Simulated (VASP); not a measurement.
# Pt in VASP: a series of runs

Pt is run at these levels: r2SCAN; tasks: single point.

Everything below comes from runs of VASP 6.6.1. Logs are shortened: lines on timing, memory, paths and dates and some standing lists are left out, and cuts for length are marked.

### 1 The cell of the first run

The cell holds a slab with vacuum, 5 atoms: a = 2.786 Å, b = 2.786 Å, c = 19.100 Å, α = 90.00°, β = 90.00°, γ = 120.00°.

### 2 Single point, r2SCAN

File POSCAR:

```
Pt
1.0
    2.7861568203      0.0000000000      0.0000000000
   -1.3930784101      2.4128825853      0.0000000000
    0.0000000000      0.0000000000     19.0995500708
Pt
5
Direct
    0.6666666667      0.3333333333      0.2617862715
    0.3333333333      0.6666666667      0.3808931357
    0.0000000000      0.0000000000      0.5000000000
    0.6666666667      0.3333333333      0.6191068643
    0.3333333333      0.6666666667      0.7382137285
```

File INCAR.step1:

```
PREC = Accurate ; ENCUT = 520
ISMEAR = 0 ; SIGMA = 0.1
LREAL = F ; LASPH = T
NELM = 80 ; LDIPOL = T
IDIPOL = 3 ; DIPOL = 0.5 0.5 0.500
NBANDS = 33 ; GGA = PE
ALGO = Normal ; EDIFF = 1E-4
LWAVE = T ; LCHARG = F
```

File INCAR.step2:

```
PREC = Accurate ; ENCUT = 520
EDIFF = 1E-6 ; ISMEAR = 0
SIGMA = 0.1 ; LREAL = F
LASPH = T ; NELM = 80
ALGO = Normal ; ISIF = 2
LWAVE = F ; LCHARG = F
LDIPOL = T ; IDIPOL = 3
DIPOL = 0.5 0.5 0.500 ; METAGGA = R2SCAN
LMIXTAU = T ; NBANDS = 33
ISTART = 1
```

File KPOINTS:

```
Automatic mesh
0
Gamma
  15 15 1
```

Potentials or basis: VASP PAW PBE potentials, release 64 (Pt).

On the command line:

```sh
> cat potpaw_PBE.64/Pt/POTCAR > POTCAR
> cp INCAR.step1 INCAR
> mpirun -np 1 vasp_std > vasp.out
> cp INCAR.step2 INCAR
> mpirun -np 1 vasp_std > vasp.out
```

OUTCAR:

```text
PREC = Accurate
   ENCUT = 520
   EDIFF = 1E-6
   ISMEAR = 0
   LREAL = F
   LASPH = T
   NELM = 80
   ISIF = 2
   METAGGA = R2SCAN
   ISTART = 1

 ion  position               nearest neighbor table
   1  0.667  0.333  0.262-   2 2.79   2 2.79   2 2.79
   2  0.333  0.667  0.381-   1 2.79   1 2.79   1 2.79   3 2.79   3 2.79   3 2.79
   3  0.000  0.000  0.500-   2 2.79   4 2.79   2 2.79   4 2.79   4 2.79   2 2.79
   4  0.667  0.333  0.619-   5 2.79   5 2.79   5 2.79   3 2.79   3 2.79   3 2.79
   5  0.333  0.667  0.738-   4 2.79   4 2.79   4 2.79

  LATTYP: Found a hexagonal cell.
 ALAT       =     2.7861568203
 C/A-ratio  =     6.8551597425

  Lattice vectors:

 A1 = (   2.7861568203,   0.0000000000,   0.0000000000)
 A2 = (  -1.3930784101,   2.4128825853,   0.0000000000)
 A3 = (   0.0000000000,   0.0000000000,  19.0995500708)

Analysis of symmetry for initial positions (statically):
=====================================================================
 Subroutine PRICEL returns:
 Original cell was already a primitive cell.

 Routine SETGRP: Setting up the symmetry group for a
 hexagonal supercell.

 Subroutine GETGRP returns: Found 12 space group operations
 (whereof 12 operations were pure point group operations)
 out of a pool of 24 trial point group operations.

The static configuration has the point symmetry D_3d.

Analysis of symmetry for dynamics (positions and initial velocities):
=====================================================================
 Subroutine PRICEL returns:
 Original cell was already a primitive cell.

 Routine SETGRP: Setting up the symmetry group for a
 hexagonal supercell.

 Subroutine GETGRP returns: Found 12 space group operations
 (whereof 12 operations were pure point group operations)
 out of a pool of 24 trial point group operations.

The dynamic configuration has the point symmetry D_3d.

 Subroutine INISYM returns: Found 12 space group operations
 (whereof 12 operations are pure point group operations),
 and found     1 'primitive' translations

----------------------------------------------------------------------------------------

                                     Primitive cell

  volume of cell :     128.4000

  direct lattice vectors                    reciprocal lattice vectors
     2.786156820  0.000000000  0.000000000     0.358917342  0.207221024  0.000000000
    -1.393078410  2.412882585  0.000000000     0.000000000  0.414442048  0.000000000
     0.000000000  0.000000000 19.099550071     0.000000000  0.000000000  0.052357254

  length of vectors
     2.786156820  2.786156820 19.099550071     0.414442048  0.414442048  0.052357254

  position of ions in fractional coordinates (direct lattice)
     0.666666667  0.333333333  0.261786272
     0.333333333  0.666666667  0.380893136
     0.000000000  0.000000000  0.500000000
     0.666666667  0.333333333  0.619106864
     0.333333333  0.666666667  0.738213728

  ion indices of the primitive-cell ions
   primitive index   ion index
                 1           1
                 2           2
                 3           3
                 4           4
                 5           5

----------------------------------------------------------------------------------------

 KPOINTS: Automatic mesh

Automatic generation of k-mesh.
 Grid dimensions read from file:
 generate k-points for:   15   15    1

 Generating k-lattice:

  Cartesian coordinates                     Fractional coordinates (reciprocal lattice)
     0.023927823  0.013814735  0.000000000     0.066666667  0.000000000  0.000000000
     0.000000000  0.027629470  0.000000000     0.000000000  0.066666667  0.000000000
     0.000000000  0.000000000  0.052357254     0.000000000  0.000000000  1.000000000

  Length of vectors
     0.027629470  0.027629470  0.052357254

  Shift w.r.t. Gamma in fractional coordinates (k-lattice)
     0.000000000  0.000000000  0.000000000

 Subroutine IBZKPT returns following result:
 ===========================================

 Found     27 irreducible k-points:

 Following reciprocal coordinates:
            Coordinates               Weight
  0.000000  0.000000  0.000000      1.000000
  0.066667  0.000000  0.000000      6.000000
  0.133333  0.000000  0.000000      6.000000
  0.200000  0.000000  0.000000      6.000000
  0.266667  0.000000  0.000000      6.000000
  0.333333 -0.000000  0.000000      6.000000
[... 16 lines left out ...]
  0.333333  0.200000  0.000000     12.000000
  0.400000  0.200000  0.000000      6.000000
 [... further k-points ...]
   k-points           NKPTS =     27   k-points in BZ     NKDIM =     27   number of bands    NBANDS=     33
   number of dos      NEDOS =    301   number of ions     NIONS =      5
   total plane-waves  NPLWV =  82944
   dimension x,y,z NGX =    24 NGY =   24 NGZ =  144
   dimension x,y,z NGXF=    48 NGYF=   48 NGZF=  288
   ions per type =               5
   NGX,Y,Z   is equivalent  to a cutoff of  14.32, 14.32, 12.53 a.u.
   NGXF,Y,Z  is equivalent  to a cutoff of  28.64, 28.64, 25.07 a.u.
 SYSTEM =  unknown system
   PREC   = accura    normal or accurate (medium, high low for compatibility)
   ISTART =      1    job   : 0-new  1-cont  2-samecut
   ICHARG =      0    charge: 1-file 2-atom 10-const
   ISPIN  =      1    spin polarized calculation?
   LNONCOLLINEAR =      F non collinear calculations
   LSORBIT =      F    spin-orbit coupling
   LASPH  =      T    aspherical Exc in radial PAW
   ENCUT  =  520.0 eV  38.22 Ry    6.18 a.u.   5.18  5.18 35.51*2*pi/ulx,y,z
   NELM   =     80;   NELMIN=  2; NELMDL=  0     # of ELM steps
   EDIFF  = 0.1E-05   stopping-criterion for ELM
   LREAL  =      F    real-space projection
   EDIFFG = 0.1E-04   stopping-criterion for IOM
   NSW    =      0    number of steps for IOM
   IBRION =     -1    ionic relax: 0-MD 1-quasi-New 2-CG
   NFREE  =      0    steps in history (QN), initial steepest desc. (CG)
   ISIF   =      2    stress and relaxation
   ISYM   =      2    0-nonsym 1-usesym 2-fastsym
   POTIM  = 0.5000    time-step for ionic-motion
   TEBEG  =    0.0;   TEEND  =   0.0 temperature during run
   PSTRESS=    0.0 pullay stress
   NELECT =      50.0000    total number of electrons
   NUPDOWN=      -1.0000    fix difference up-down
   EMIN   =  10.00;   EMAX   =-10.00  energy-range for DOS
   EFERMI =   0.00;   METHOD = LEGACY
   ISMEAR =     0;   SIGMA  =   0.10  broadening in eV -4-tet -1-fermi 0-gaus
   EFERMI_NEDOS =   21; number of points for ismear=-14 and -15
   IALGO  =     38    algorithm
   IMIX   =      4    mixing-type and parameters
     AMIX     =   0.40;   BMIX     =  1.00
     AMIX_MAG =   1.60;   BMIX_MAG =  1.00
  volume/ion in A,a.u.               =      25.68       173.30
  Fermi-wavevector in a.u.,A,eV,Ry     =   1.195482  2.259134 19.445151  1.429178
  Thomas-Fermi vector in A             =   2.331447
   LORBIT       =      0    0 simple, 1 ext, 2 COOP (PROOUT), +10 PAW based schemes
   METAGGA = R2SCAN    functional components
   LHFCALC =     F    Hartree Fock is set to
   AEXX    =    0.0000 exact exchange contribution
   IVDW    =     0    specifies the selected vdW correction
   LEPSILON=     F    determine dielectric tensor
   LRPA    =     F    only Hartree local field effects (RPA)
 non-spin polarized calculation
 Gauss-broadening in eV      SIGMA  =   0.10
  energy-cutoff  :      520.00
  volume of cell :      128.40
 maximum number of plane-waves:      3483
 NGX is ok and might be reduce to    24
   NGX = 11   NGY = 11   NGZ = 71

 dipolmoment           0.000000      0.000000     -0.000000 electrons x Angstroem

 number of electron      49.9999998 magnetization

 dipolmoment           0.000000      0.000000      0.000000 electrons x Angstroem

 Free energy of the ion-electron system (eV)
  ---------------------------------------------------
  ext. energy  EPLUGINS =         0.00000000
  ---------------------------------------------------
  free energy    TOTEN  =      -256.10958658 eV

  energy without entropy =     -256.04993602  energy(sigma->0) =     -256.07976130

 E-fermi :   4.0277     XC(G=0):  -9.4862

 val. band max:        4.0131010163   @ k =   0.4667   0.0000   0.0000
 cond. band min:       4.0336809925   @ k =   0.1333   0.0000   0.0000
 fundamental gap:      0.0205799762
 Fermi energy:         4.0276578525

 k-point     1 :       0.0000    0.0000    0.0000
  band No.  band energies     occupation
      1      -5.9176      2.00000
      2      -4.9060      2.00000
      3      -3.8202      2.00000
      4      -3.2121      2.00000
      5      -3.1634      2.00000
      6       0.0389      2.00000
[... 25 lines left out ...]
     32       9.5270      0.00000
     33      10.9288      0.00000

 k-point     2 :       0.0667    0.0000    0.0000
  band No.  band energies     occupation
      1      -5.7561      2.00000
      2      -4.7478      2.00000
      3      -3.6598      2.00000
      4      -3.0611      2.00000
      5      -3.0035      2.00000
      6      -0.0827      2.00000
[... 25 lines left out ...]
     32       9.6250      0.00000
     33      11.0446      0.00000

 k-point     3 :       0.1333    0.0000    0.0000
  band No.  band energies     occupation
      1      -5.2915      2.00000
      2      -4.3014      2.00000
      3      -3.2160      2.00000
      4      -2.6474      2.00000
      5      -2.5606      2.00000
      6      -0.4709      2.00000
[... 25 lines left out ...]
     32       9.9072      0.00000
     33      11.3893      0.00000

 k-point     4 :       0.2000    0.0000    0.0000
  band No.  band energies     occupation
      1      -4.5942      2.00000
      2      -3.6707      2.00000
      3      -2.6544      2.00000
      4      -2.1473      2.00000
      5      -1.9753      2.00000
      6      -0.9525      2.00000
[... 25 lines left out ...]
     32      10.3515      0.00000
     33      11.9317      0.00000

 k-point     5 :       0.2667    0.0000    0.0000
  band No.  band energies     occupation
      1      -3.8243      2.00000
      2      -3.0763      2.00000
      3      -2.3618      2.00000
      4      -1.9270      2.00000
      5      -1.6062      2.00000
      6      -1.4079      2.00000
[... 604 lines left out ...]
 k-point    22 :       0.2667    0.2000    0.0000
  band No.  band energies     occupation
      1      -2.3018      2.00000
      2      -2.1389      2.00000
      3      -1.7297      2.00000
      4      -1.6242      2.00000
      5      -1.3708      2.00000
      6      -1.0731      2.00000
[... 25 lines left out ...]
     32      12.3688      0.00000
     33      12.6563      0.00000

 k-point    23 :       0.3333    0.2000    0.0000
  band No.  band energies     occupation
      1      -2.2404      2.00000
      2      -2.1971      2.00000
      3      -1.7037      2.00000
      4      -1.5430      2.00000
      5      -1.4930      2.00000
      6      -1.1570      2.00000
[... 25 lines left out ...]
     32      10.9245      0.00000
     33      11.6161      0.00000

 k-point    24 :       0.4000    0.2000    0.0000
  band No.  band energies     occupation
      1      -2.2430      2.00000
      2      -2.2330      2.00000
      3      -1.7306      2.00000
      4      -1.5248      2.00000
      5      -1.5110      2.00000
      6      -1.1592      2.00000
[... 25 lines left out ...]
     32      10.8160      0.00000
     33      11.1820      0.00000

 [... further k-points ...]

------------------------ aborting loop because EDIFF is reached ----------------------------------------

 vacuum level on the upper side and lower side of the slab       (xc-potential included)        -0.121        -0.121

  FORCE on cell =-STRESS in cart. coord.  units (eV):
  Direction    XX          YY          ZZ          XY          YZ          ZX
  --------------------------------------------------------------------------------------
  -------------------------------------------------------------------------------------
  Total       -4.3116472     -4.3116472      0.3771150     -0.0000000      0.0000000      0.0000000
  in kB      -53.8008226    -53.8008226      4.7056482     -0.0000000      0.0000000      0.0000000
  external PRESSURE =     -34.2986657 kB  Pullay stress =       0.0000000 kB

 VOLUME and BASIS-vectors are now :
 -----------------------------------------------------------------------------
  energy-cutoff  :      520.00
  volume of cell :      128.40
      direct lattice vectors                 reciprocal lattice vectors
     2.786156820  0.000000000  0.000000000     0.358917342  0.207221024  0.000000000
    -1.393078410  2.412882585  0.000000000     0.000000000  0.414442048  0.000000000
     0.000000000  0.000000000 19.099550071     0.000000000  0.000000000  0.052357254

 POSITION                                       TOTAL-FORCE (eV/Angst)
 -----------------------------------------------------------------------------------
      1.39308      0.80429      5.00000         0.000000      0.000000     -0.189749
     -0.00000      1.60859      7.27489         0.000000      0.000000      0.287839
      0.00000      0.00000      9.54978        -0.000000      0.000000      0.000000
      1.39308      0.80429     11.82466        -0.000000     -0.000000     -0.287839
     -0.00000      1.60859     14.09955        -0.000000      0.000000      0.189749
 -----------------------------------------------------------------------------------
    total drift:                               -0.000000      0.000000     -0.000000

  FREE ENERGIE OF THE ION-ELECTRON SYSTEM (eV)
  ---------------------------------------------------
  free  energy   TOTEN  =      -256.1095865760 eV

  energy  without entropy=     -256.0499360249  energy(sigma->0) =     -256.07976130

 vacuum level on the upper side and lower side of the slab         9.654         9.654
```

It took 8 min on 1 thread of Intel Xeon Platinum 8488C (Sapphire Rapids), shared host; peak memory 0.34 GiB.

What came out:

- Free energy: -256.1096 eV
- Largest force: 0.288 eV/Å
- Band gap on the k mesh: zero (band 25 reaches 4.58 eV, above the bottom of band 26 at 2.99 eV)

Forces in eV/Å, atoms in the order of the input:
```
Pt   0.000  0.000 -0.190
Pt   0.000  0.000  0.288
Pt   0.000  0.000  0.000
Pt   0.000  0.000 -0.288
Pt   0.000  0.000  0.190
```

Caveat: the PAW data sets were made with another functional, which shifts forces and pressure a little; spin-orbit coupling is left out, which moves the levels of the heavy elements.

[end of part 1 of 2]
